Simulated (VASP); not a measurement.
Crystal: KI2.

```
K I
1.0
     0.00000    4.04265    4.04265
     4.04265    0.00000    4.04265
     4.04265    4.04265    0.00000
K I
1 2
Direct
  0.00000 0.00000 0.00000
  0.75000 0.75000 0.75000
  0.25000 0.25000 0.25000
```

The cell was generated, and may not be a known phase.

| Item | Value |
| --- | --- |
| Program | VASP 6.6.1 |
| Task | relaxation of cell and atoms |
| Functional | PBE |
| Potentials or basis | VASP PAW PBE potentials, release 64 (K_sv, I) |
| Cutoff | 600 eV |
| k mesh | 10 × 10 × 10 |
| Occupations | gaussian, width 0.1 eV |
| Spin | no spin polarisation |

At the start: pressure 1.0 GPa; volume 44.05 Å³/atom.

Problem. How do energy, volume and symmetry change on relaxing?

Solution. Over 4 steps the energy falls by 10.1 meV/atom and the volume is 47.75 Å³/atom (+8.4 %); space group Fm-3m (No. 225, to 0.1 Å) before and after.

The path:
```tsv
step	energy change (eV)	largest force (eV/Å)	pressure (GPa)	volume (Å³)
1	0.0000	0.0000	0.95	132.14
2	-0.0221	0.0000	0.46	137.22
3	-0.0299	0.0000	-0.08	144.40
4	-0.0302	0.0000	-0.01	143.26
```

Final structure:
```
K I
1.0
     0.00000    4.15301    4.15301
     4.15301    0.00000    4.15301
     4.15301    4.15301    0.00000
K I
1 2
Cartesian
  0.0000 0.0000 0.0000
  6.2295 6.2295 6.2295
  2.0765 2.0765 2.0765
```

Caveat: an odd number of electrons without spin polarisation forces a metal; a magnetic or distorted state may lie lower.
